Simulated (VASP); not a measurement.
# SnSe2 in VASP: notebook, part 2 of 2

VASP 6.6.1.

## (3) Single point, PBE+D3(BJ)

This run uses another cell than the first one, of 100.23 Å³/atom, 1.112 times its volume.

INCAR reads:

```
ALGO     = Normal         # electronic algorithm
DIPOL    = 0.5 0.5 0.407
EDIFF    = 1E-6           # SCF threshold, eV
ENCUT    = 520            # plane-wave cutoff, eV
GGA      = PE             # functional
IDIPOL   = 3            
ISIF     = 2              # what is computed and relaxed
ISMEAR   = 0              # smearing method
IVDW     = 12             # dispersion correction
LASPH    = T              # aspherical terms in the spheres
LCHARG   = F              # write CHGCAR
LDIPOL   = T            
LREAL    = F              # projectors in reciprocal space
LWAVE    = F              # write WAVECAR
NBANDS   = 64             # bands
NELM     = 100            # most SCF steps
PREC     = Accurate       # precision mode
SIGMA    = 0.05           # smearing width, eV
```

KPOINTS reads:

```
k-points
0
Gamma
  3 3 1
```

POSCAR reads:

```
SnSe2
1.0
    7.6780971925      0.0000000000      0.0000000000
   -3.8390485963      6.6494272215      0.0000000000
    0.0000000000      0.0000000000     23.5591039983
Se Sn
8 4
Direct
    0.3333333333      0.1666666667      0.3395714880
    0.3333333333      0.6666666667      0.3395714880
    0.8333333333      0.1666666667      0.3395714880
    0.8333333333      0.6666666667      0.3395714880
    0.1659035233      0.3332831212      0.4747208629
    0.1663443968      0.8328531769      0.4750788269
    0.6671182619      0.3333320255      0.4749457520
    0.6667013562      0.8334847685      0.4751061051
   -0.0001238512     -0.0002885494      0.4072723369
   -0.0000818919      0.5000646951      0.4071688188
    0.4999766892     -0.0000297730      0.4073503438
    0.5001024191      0.5000725053      0.4073744622
```

Potentials or basis: VASP PAW PBE potentials, release 64 (Se, Sn_d).

Run with:

```bash
$ cat potpaw_PBE.64/Se/POTCAR potpaw_PBE.64/Sn_d/POTCAR > POTCAR
$ mpirun -np 1 vasp_std > vasp.out
```

OUTCAR:

```text
EDIFF = 1E-6
   ENCUT = 520
   GGA = PE
   ISIF = 2
   ISMEAR = 0
   IVDW = 12
   LASPH = T
   LREAL = F
   NELM = 100
   PREC = Accurate
 IVDW          = 12

 ion  position               nearest neighbor table
   1  0.333  0.167  0.340-   9 2.73  11 2.73  12 2.73
   2  0.333  0.667  0.340-  10 2.73  11 2.73  12 2.73
   3  0.833  0.167  0.340-  10 2.73   9 2.73  11 2.73
   4  0.833  0.667  0.340-  10 2.73   9 2.73  12 2.73
   5  0.166  0.333  0.475-  10 2.73   9 2.73  12 2.73
   6  0.166  0.833  0.475-  10 2.73   9 2.73  11 2.73
   7  0.667  0.333  0.475-  10 2.73  11 2.73  12 2.73
   8  0.667  0.833  0.475-  11 2.73  12 2.73   9 2.73
   9  1.000  1.000  0.407-   5 2.73   4 2.73   1 2.73   3 2.73   8 2.73   6 2.73
  10  1.000  0.500  0.407-   5 2.73   4 2.73   7 2.73   3 2.73   2 2.73   6 2.73
  11  0.500  1.000  0.407-   7 2.73   8 2.73   2 2.73   1 2.73   3 2.73   6 2.73
  12  0.500  0.500  0.407-   5 2.73   7 2.73   8 2.73   4 2.73   2 2.73   1 2.73

  LATTYP: Found a hexagonal cell.
 ALAT       =     7.6780971925
 C/A-ratio  =     3.0683518856

  Lattice vectors:

 A1 = (   7.6780971925,   0.0000000000,   0.0000000000)
[... 525 lines left out ...]

 Edisp (eV)   -3.01021

 E8    (eV) :    -1.4048

  FORCE on cell =-STRESS in cart. coord.  units (eV):
  Direction    XX          YY          ZZ          XY          YZ          ZX
  --------------------------------------------------------------------------------------
  -------------------------------------------------------------------------------------
  Total      -0.60006    -0.59669     0.12870    -0.00231     0.01293     0.01640
  in kB      -0.79930    -0.79480     0.17143    -0.00307     0.01722     0.02185
  external pressure =       -0.47 kB  Pullay stress =        0.00 kB

 VOLUME and BASIS-vectors are now :
 -----------------------------------------------------------------------------
  energy-cutoff  :      520.00
  volume of cell :     1202.81
      direct lattice vectors                 reciprocal lattice vectors
     7.678097193  0.000000000  0.000000000     0.130240602  0.075194447  0.000000000
    -3.839048596  6.649427221  0.000000000     0.000000000  0.150388893  0.000000000
     0.000000000  0.000000000 23.559103998     0.000000000  0.000000000  0.042446436

 POSITION                                       TOTAL-FORCE (eV/Angst)
 -----------------------------------------------------------------------------------
      1.91952      1.10824      8.00000         0.004558     -0.000557      0.001990
     -0.00000      4.43295      8.00000         0.008455      0.008230     -0.008427
      5.75857      1.10824      8.00000        -0.005486     -0.012131     -0.015764
      3.83905      4.43295      8.00000        -0.009416      0.000505     -0.017518
     -0.00567      2.21614     11.18400         0.027125     -0.002189      0.052764
     -1.92016      5.53800     11.19243         0.000489      0.014781      0.001034
      3.84252      2.21647     11.18930        -0.021078      0.000266      0.024458
      1.91921      5.54220     11.19307         0.001984     -0.008710      0.001311
      3.83921      6.64751      9.59497         0.000483      0.008394     -0.004771
      5.75770      3.32514      9.59253         0.005110      0.000789     -0.011237
     -0.00006      6.64923      9.59681        -0.003611     -0.004317     -0.013685
      1.92003      3.32520      9.59738        -0.008613     -0.005059     -0.010153
 -----------------------------------------------------------------------------------
    total drift:                                0.000024      0.000007     -0.004460

  FREE ENERGIE OF THE ION-ELECTRON SYSTEM (eV)
  ---------------------------------------------------
  free  energy   TOTEN  =       -50.3985384247 eV

  energy  without entropy=      -50.3985384247  energy(sigma->0) =      -50.39853842

 vacuum level on the upper side and lower side of the slab         2.498         2.500
```

stdout:

```text
POSCAR found type information on POSCAR SeSn
 POSCAR found :  2 types and      12 ions
 scaLAPACK will be used
 LDA part: xc-table for (Slater+PW92), standard interpolation
 POSCAR, INCAR and KPOINTS ok, starting setup
 FFT: planning ... GRIDC
 FFT: planning ... GRID_SOFT
 FFT: planning ... GRID
 WAVECAR not read
 entering main loop
```

Wall time 20 min (1 thread of Oxide Virtual Turin-like, shared host); peak memory 1.3 GiB.

Results:

```yaml
Free_energy: -50.3985 eV
Largest_force: 0.059 eV/Å
Band_gap_on_the_k_mesh: 0.79 eV
Dispersion_energy_per_atom: -0.251 eV
```

Forces on the atoms (eV/Å):
```
Se   0.005 -0.001  0.002
Se   0.008  0.008 -0.008
Se  -0.005 -0.012 -0.016
Se  -0.009  0.001 -0.018
Se   0.027 -0.002  0.053
Se   0.000  0.015  0.001
Se  -0.021  0.000  0.024
Se   0.002 -0.009  0.001
Sn   0.000  0.008 -0.005
Sn   0.005  0.001 -0.011
Sn  -0.004 -0.004 -0.014
Sn  -0.009 -0.005 -0.010
```

Caveat: spin-orbit coupling is left out, which moves the levels of the heavy elements.

## (4) Single point, PBE+D3(BJ)

This run uses another cell than the first one, of 101.54 Å³/atom, 1.126 times its volume.

INCAR reads:

```
SYSTEM = SnSe2
ALGO = Normal
DIPOL = 0.5 0.5 0.402
EDIFF = 1E-7
ENCUT = 520
GGA = PE
IDIPOL = 3
ISIF = 2
ISMEAR = 0
IVDW = 12
LASPH = .TRUE.
LCHARG = .FALSE.
LDIPOL = .TRUE.
LREAL = .FALSE.
LWAVE = .FALSE.
NBANDS = 64
NELM = 100
PREC = Accurate
SIGMA = 0.05
```

KPOINTS reads:

```
k-points
0
G
  3 3 1
  0 0 0
```

POSCAR reads:

```
SnSe2
1.0
    7.6780971922      0.0000000000      0.0000000000
   -3.8390485961      6.6494272212      0.0000000000
    0.0000000000      0.0000000000     23.8656039997
Se Sn
8 4
Direct
    0.3333333333      0.1666666667      0.3352104560
    0.3333333333      0.6666666667      0.3352104560
    0.8333333333      0.1666666667      0.3352104560
    0.8333333333      0.6666666667      0.3352104560
    0.1659589030      0.3341158435      0.4685928068
    0.1658989691      0.8320070798      0.4685782154
    0.6680932919      0.3340871286      0.4685889315
    0.6666320731      0.8333839477      0.4692143189
   -0.0004689044     -0.0001624013      0.4022282452
   -0.0000137541      0.5000045760      0.4013984820
    0.5002241324     -0.0001872563      0.4022385617
    0.5002065708      0.5004650443      0.4022401307
```

Run with:

```bash
$ cat potpaw_PBE.64/Se/POTCAR potpaw_PBE.64/Sn_d/POTCAR > POTCAR
$ mpirun -np 1 vasp_std > vasp.out
```

It took 20 min on 1 thread of Oxide Virtual Turin-like, shared host; peak memory 1.2 GiB.

It converged, with:

| Item | Value |
| --- | --- |
| Free energy | -50.3970 eV |
| Largest force | 0.063 eV/Å |
| Band gap on the k mesh | 0.78 eV |
| Dispersion energy per atom | -0.251 eV |

Forces in eV/Å, atoms in the order of the input:
```
Se   0.000  0.001  0.032
Se   0.039  0.024 -0.036
Se  -0.001 -0.045 -0.038
Se  -0.041  0.023 -0.036
Se   0.029 -0.018  0.052
Se   0.002  0.032  0.053
Se  -0.029 -0.017  0.053
Se   0.001  0.000 -0.007
Sn   0.041  0.021 -0.034
Sn   0.000  0.003  0.031
Sn  -0.042  0.022 -0.035
Sn   0.001 -0.046 -0.036
```

Levels at points of the mesh, in eV from the valence-band top:
| k point | band 48 | band 49 | band 50 | band 51 | band 52 | band 53 | band 54 | band 55 | band 56 | band 57 |
| --- | --- | --- | --- | --- | --- | --- | --- | --- | --- | --- |
| (0.00, 0.00, 0.00) | -0.32 | -0.32 | -0.32 | -0.07 | -0.07 | 0.78 | 0.78 | 0.82 | 1.58 | 3.10 |

Caveat: spin-orbit coupling is left out, which moves the levels of the heavy elements.

## (5) The runs side by side

```csv
cell,gap on the mesh (eV),largest force (eV/Å)
"a = 7.678, b = 7.678, c = 21.188 Å, angles 90.0, 90.0, 120.0°, 12 atoms",0.75,0.18
"a = 7.678, b = 7.678, c = 23.559 Å, angles 90.0, 90.0, 120.0°, 12 atoms",0.79,0.06
"a = 7.678, b = 7.678, c = 23.866 Å, angles 90.0, 90.0, 120.0°, 12 atoms",0.78,0.06
```

Alike in all rows: task single point; level PBE+D3(BJ); potentials or basis VASP PAW PBE potentials, release 64 (Se, Sn_d); no spin polarisation; k mesh 3 × 3 × 1; cutoff (eV) 520; smearing gaussian 0.05 eV.

Caveats: spin-orbit coupling is left out, which moves the levels of the heavy elements.

Total energies depend on the potentials used, so only differences within one code and one set of settings carry meaning.
